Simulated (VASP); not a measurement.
AlN, 4 atoms in the cell. The structure is hexagonal, space group P6_3mc (No. 186). Conventional cell: a = 3.114 Å, b = 3.114 Å, c = 4.983 Å, α = 90.00°, β = 90.00°, γ = 120.00°. Al (site symmetry 3m) has 4 N at 1.89 to 1.90 Å within 2.5 Å. N (site symmetry 3m) has 4 Al at 1.89 to 1.90 Å within 2.5 Å. 

| Property | Result |
| --- | --- |
| Program | VASP 6.6.1 |
| Task | single point |
| Functional | PBEsol |
| Potentials or basis | VASP PAW PBE potentials, release 64 (Al, N) |
| Cutoff | 600 eV |
| k mesh | 6 × 6 × 4 |
| Occupations | gaussian, width 0.02 eV |
| Spin | no spin polarisation |
| Dipole correction | no |
| Further INCAR settings | ALGO = Normal; EDIFF = 1e-06; NBANDS = 16 |

Potentials or basis: VASP PAW PBE potentials, release 64 (Al, N).

Launch:

```console
$ cat potpaw_PBE.64/Al/POTCAR potpaw_PBE.64/N/POTCAR > POTCAR
$ mpirun -np 1 vasp_std > vasp.out
```

Hardware: 1 thread of AMD EPYC 7R43 64-Core Processor (Zen 3), with other jobs on the host.

Problem. How long does it take, and how much memory?

Solution. It took 15 s on 1 thread of AMD EPYC 7R43 64-Core Processor (Zen 3), with other jobs on the host, peak memory 0.14 GiB. Counts: scf iterations 12, k points 21.
